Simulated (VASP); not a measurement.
Set up this calculation in VASP 6.6.1, as the native input.

| Item | Value |
| --- | --- |
| Task | single point |
| Functional | PBEsol |
| Potentials or basis | VASP PAW PBE potentials, release 64 (Ta_pv, N) |
| Cutoff | 520 eV |
| k mesh | 6 × 6 × 6 |
| Occupations | fermi-dirac, width 0.03 eV |
| Spin | no spin polarisation |
| Dipole correction | no |
| Further INCAR settings | ALGO = Normal; EDIFF = 1e-06; NBANDS = 15 |

The structure of TaN lies in POSCAR:

```
TaN
1.0
    0.0000000000      2.2113230000      2.2113230000
    2.2113230000      0.0000000000      2.2113230000
    2.2113230000      2.2113230000      0.0000000000
Ta N
1 1
Direct
    0.5000000000      0.5000000000      0.5000000000
    0.0000000000      0.0000000000      0.0000000000
```

The input as run:

INCAR

```
SYSTEM = TaN
  ALGO = Normal
  EDIFF = 1E-6
  ENCUT = 520
  GGA = PS
  ISIF = 2
  ISMEAR = -1
  LASPH = .True.
  LCHARG = .True.
  LELF = .True.
  LREAL = .False.
  LVHAR = .True.
  LWAVE = .False.
  NBANDS = 15
  NELM = 60
  PREC = Accurate
  SIGMA = 0.03
```

KPOINTS

```
k-points
0
Gamma
  6 6 6
  0 0 0
```

Potentials or basis: VASP PAW PBE potentials, release 64 (Ta_pv, N).

The run is started by

```bash
$ cat potpaw_PBE.64/Ta_pv/POTCAR potpaw_PBE.64/N/POTCAR > POTCAR
$ mpirun -np 1 vasp_std > vasp.out
```

It gave:

```json
{"Pressure": "-9.3 GPa", "Band gap on the k mesh": "zero (bands 8 and 9 overlap by 3.94 eV)"}
```

Caveat: the k points lie up to 0.41 Å⁻¹ apart, too coarse for converged energies and pressures of a metal; the PAW data sets were made with another functional, which shifts forces and pressure a little; spin-orbit coupling is left out, which moves the levels of the heavy elements.

Run time: 7.9 s on 1 thread of Intel Xeon 8259CL, on a shared host, peak memory 0.14 GiB.
